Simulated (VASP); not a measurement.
**Ti: single point with PBEsol**

Ti:

```
Ti
1.0
    -1.66803    1.81572    1.66803
     1.66803   -1.81572    1.66803
     1.66803    1.81572   -1.66803
Ti
1
Direct
  0.00000 0.00000 0.00000
```

This cell differs from its parent crystal: strained.

```
Program                : VASP 6.6.1
Task                   : single point
Functional             : PBEsol
Potentials or basis    : VASP PAW PBE potentials, release 64 (Ti_sv)
Cutoff                 : 520 eV
k mesh                 : 16 × 16 × 16
Occupations            : gaussian, width 0.1 eV
Spin                   : no spin polarisation
Dipole correction      : no
Further INCAR settings : ALGO = Normal; EDIFF = 1e-06; NBANDS = 12
```

The pressure is -16.0 GPa and the band gap on the k mesh is zero (band 6 reaches 7.29 eV, above the bottom of band 7 at 6.01 eV).

Stress tensor (GPa, compression positive):
```
-16.66   0.00   0.00
  0.00 -14.60   0.00
  0.00   0.00 -16.66
```

Levels at points of the mesh, in eV from the Fermi level:
```csv
k point,band 2,band 3,band 4,band 5,band 6,band 7,band 8,band 9,band 10,band 11
"(0.00, 0.00, 0.00)",-32.73,-32.73,-32.72,-5.61,0.69,0.69,1.15,1.97,2.49,15.55
"(0.50, 0.00, 0.00)",-33.14,-32.85,-32.73,-2.16,-0.09,0.63,1.91,2.60,3.43,7.04
"(0.00, 0.50, 0.00)",-33.14,-32.87,-32.76,-2.11,-0.67,1.11,2.58,2.69,3.53,7.60
"(0.50, 0.50, 0.50)",-33.06,-33.00,-33.00,-1.77,-1.58,3.13,3.25,3.25,5.81,7.97
```

It took 44 s on 1 thread of Intel(R) Xeon(R) Platinum 8375C CPU @ 2.90GHz (Ice Lake), on a shared host, peak memory 0.2 GiB.

Caveat: the cell differs from its parent crystal (strained); the PAW data sets were made with another functional, which shifts forces and pressure a little.
